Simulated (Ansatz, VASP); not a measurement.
This is a calculation of ZnSe for Ansatz 0.2.0.

input.yaml

```yaml
crystal:
  lattice:
    - [0.0, 2.8338, 2.8338]
    - [2.8338, 0.0, 2.8338]
    - [2.8338, 2.8338, 0.0]
  atoms:
    - { symbol: Se, position: [0.75, 0.75, 0.75] }
    - { symbol: Zn, position: [0.0, 0.0, 0.0] }
kpoints:
  mp_grid: { grid: [8, 8, 8] }
scf:
  occupations: { method: gaussian, width: 0.013 }
hamiltonian:
  xc: pbe
  pseudopotentials: { kind: all_electron, lapw: { basis_error: 0.001 } }
output:
  forces: true
  stress: true
  eigenvalues: true
```

Potentials or basis: all-electron LAPW, scalar-relativistic.

Command:

```bash
$ ansatz run input.yaml --threads 1 --pin off --max-ram 3072MiB --backend cpu --events-out ev --progress --plain --runs-dir out
```

**Question.** Translate it to VASP 6.6.1. Potentials there: VASP PAW PBE potentials, release 64 (Se, Zn).

**Answer.** As run (the cutoff follows the program's own potentials):

Contents of INCAR:

```
  PREC = Accurate
  ENCUT = 500
  EDIFF = 1E-6
  ISMEAR = 0
  SIGMA = 0.013000000000000001
  LREAL = F
  LASPH = T
  NELM = 120
  ALGO = Normal
  ISIF = 2
  LWAVE = F
  LCHARG = F
  GGA = PE
  NBANDS = 16
  GGA_COMPAT = F
```

KPOINTS

```
regular mesh
0
Gamma
  8 8 8
```

Contents of POSCAR:

```
ZnSe
1.0
    0.0000000000      2.8338000000      2.8338000000
    2.8338000000      0.0000000000      2.8338000000
    2.8338000000      2.8338000000      0.0000000000
Se Zn
1 1
Direct
    0.7500000000      0.7500000000      0.7500000000
    0.0000000000      0.0000000000      0.0000000000
```

Potentials or basis: VASP PAW PBE potentials, release 64 (Se, Zn).

The run is started by

```console
$ cat potpaw_PBE.64/Se/POTCAR potpaw_PBE.64/Zn/POTCAR > POTCAR
$ mpirun -np 1 vasp_std > vasp.out
```

Both were run:

|  | VASP | Ansatz | Ansatz less VASP |
| --- | --- | --- | --- |
| gap on the k mesh at the Fermi level (eV) | 1.29 | 1.29 | 0.000 |
| least direct gap on the mesh (eV) | 1.29 | 1.29 | 0.000 |
| pressure (GPa) | 2.3 | 2.1 | -0.22 |

Ansatz ran all-electron here, and VASP with PAW potentials.
